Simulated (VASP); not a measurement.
Wanted: the native input for a VASP 6.6.1 run.

| Item | Value |
| --- | --- |
| Task | single point |
| Functional | LDA |
| Potentials or basis | VASP PAW LDA potentials, release 64 (Sn_d, Pt) |
| Cutoff | 520 eV |
| k mesh | 8 × 8 × 8 |
| Occupations | fermi-dirac, width 0.05 eV |
| Spin | no spin polarisation |
| Dipole correction | no |
| Further INCAR settings | ALGO = Normal; EDIFF = 1e-06; NBANDS = 30 |

The structure of SnPt3 lies in POSCAR:

```
SnPt3
1.0
    4.0000000000      0.0000000000      0.0000000000
    0.0000000000      4.0000000000      0.0000000000
    0.0000000000      0.0000000000      3.9600000000
Sn Pt
1 3
Direct
    0.0000000000      0.0000000000      0.0000000000
    0.0000000000      0.5000000000      0.5000000000
    0.5000000000      0.0000000000      0.5000000000
    0.5000000000      0.5000000000      0.0000000000
```

This cell differs from its parent crystal: zz strain of -1 %.

These files were run (other wordings do the same):

INCAR

```
ALGO = Normal
EDIFF = 1E-6
ENCUT = 520
ISIF = 2
ISMEAR = -1
LASPH = True
LCHARG = True
LELF = True
LREAL = False
LVHAR = True
LWAVE = False
NBANDS = 30
NELM = 80
PREC = Accurate
SIGMA = 0.05
```

KPOINTS

```
k-points
0
Gamma
  8 8 8
```

Potentials or basis: VASP PAW LDA potentials, release 64 (Sn_d, Pt).

Launch:

```console
$ cat potpaw_LDA.64/Sn_d/POTCAR potpaw_LDA.64/Pt/POTCAR > POTCAR
$ mpirun -np 1 vasp_std > vasp.out
```

Results of the run:

* Pressure: -0.4 GPa
* Band gap on the k mesh: zero (bands 22 and 23 overlap by 0.51 eV)

Caveat: the cell differs from its parent crystal (zz strain of -1 %); spin-orbit coupling is left out, which moves the levels of the heavy elements.

Wall time 47 s on 1 thread of AMD EPYC 9R45 96-Core Processor (Zen 5) (shared host), peak memory 0.21 GiB.
